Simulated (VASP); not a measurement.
Write the native input for VASP 6.6.1 that does the following.

```
Task                   : single point
Functional             : PBEsol
Potentials or basis    : VASP PAW PBE potentials, release 64 (W_sv)
Cutoff                 : 520 eV
k mesh                 : 19 × 19 × 19
Occupations            : fermi-dirac, width 0.05 eV
Spin                   : no spin polarisation
Dipole correction      : no
Further INCAR settings : ALGO = Normal; EDIFF = 1e-06; NBANDS = 13
```

The structure of W lies in POSCAR:

```
W
1.0
   -1.4637446817      1.4637446817      1.4637446817
    1.4637446817     -1.4637446817      1.4637446817
    1.4637446817      1.4637446817     -1.4637446817
W
1
Direct
    0.0000000000      0.0000000000      0.0000000000
```

This cell differs from its parent crystal: volume scaled by 0.8.

These files were run (other wordings do the same):

INCAR

```
PREC = Accurate
ENCUT = 520
EDIFF = 1E-6
ISMEAR = -1
SIGMA = 0.05
LREAL = False
LASPH = True
NELM = 60
ALGO = Normal
ISIF = 2
LWAVE = False
LCHARG = True
GGA = PS
LELF = True
LVHAR = True
NBANDS = 13
```

KPOINTS

```
Automatic mesh
0
Gamma
  19 19 19
```

Potentials or basis: VASP PAW PBE potentials, release 64 (W_sv).

Launch:

```console
$ cat potpaw_PBE.64/W_sv/POTCAR > POTCAR
$ mpirun -np 1 vasp_std > vasp.out
```

Results of the run:

| Property | Result |
| --- | --- |
| Pressure | 116.8 GPa |
| Band gap on the k mesh | zero (band 7 reaches 21.56 eV, above the bottom of band 8 at 13.24 eV) |

Caveat: the PAW data sets were made with another functional, which shifts forces and pressure a little; spin-orbit coupling is left out, which moves the levels of the heavy elements.

Run time: 28 s on 1 thread of AMD EPYC 7R43 64-Core Processor (Zen 3), with other jobs on the host, peak memory 0.11 GiB.
